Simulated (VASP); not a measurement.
Write the native input for VASP 6.6.1 that does the following.

* Task: single point
* Functional: PBE
* Potentials or basis: VASP PAW PBE potentials, release 64 (Cd, Te)
* Cutoff: 520 eV
* k mesh: 10 × 10 × 10
* Occupations: gaussian, width 0.02 eV
* Spin: no spin polarisation
* Dipole correction: no
* Further INCAR settings: ALGO = Normal; EDIFF = 1e-06; NBANDS = 16

The structure of CdTe lies in POSCAR:

```
CdTe
1.0
    0.0000000000      3.3096311549      3.3096311549
    3.3096311549      0.0000000000      3.3096311549
    3.3096311549      3.3096311549      0.0000000000
Cd Te
1 1
Direct
    0.0000000000      0.0000000000      0.0000000000
    0.2500000000      0.2500000000      0.2500000000
```

The input as run:

INCAR

```
SYSTEM = CdTe
ALGO     = Normal         ! electronic algorithm
EDIFF    = 1E-6           ! SCF threshold, eV
ENCUT    = 520            ! plane-wave cutoff, eV
GGA      = PE             ! functional
ISIF     = 2              ! what is computed and relaxed
ISMEAR   = 0              ! smearing method
LASPH    = .TRUE.         ! aspherical terms in the spheres
LCHARG   = .FALSE.        ! write CHGCAR
LREAL    = .FALSE.        ! projectors in reciprocal space
LWAVE    = .FALSE.        ! write WAVECAR
NBANDS   = 16             ! bands
NELM     = 100            ! most SCF steps
PREC     = Accurate       ! precision mode
SIGMA    = 0.02           ! smearing width, eV
```

KPOINTS

```
k-points
0
G
  10 10 10
  0 0 0
```

Potentials or basis: VASP PAW PBE potentials, release 64 (Cd, Te).

Run with:

```sh
$ cat potpaw_PBE.64/Cd/POTCAR potpaw_PBE.64/Te/POTCAR > POTCAR
$ mpirun -np 1 vasp_std > vasp.out
```

Results of the run:

* Pressure: 0.1 GPa
* Band gap on the k mesh: 0.58 eV, direct

Caveat: spin-orbit coupling is left out, which moves the levels of the heavy elements.

Wall time 42 s on 1 thread of Intel(R) Xeon(R) Platinum 8259CL CPU @ 2.50GHz (Skylake/Cascade Lake), with other jobs on the host, peak memory 0.23 GiB.
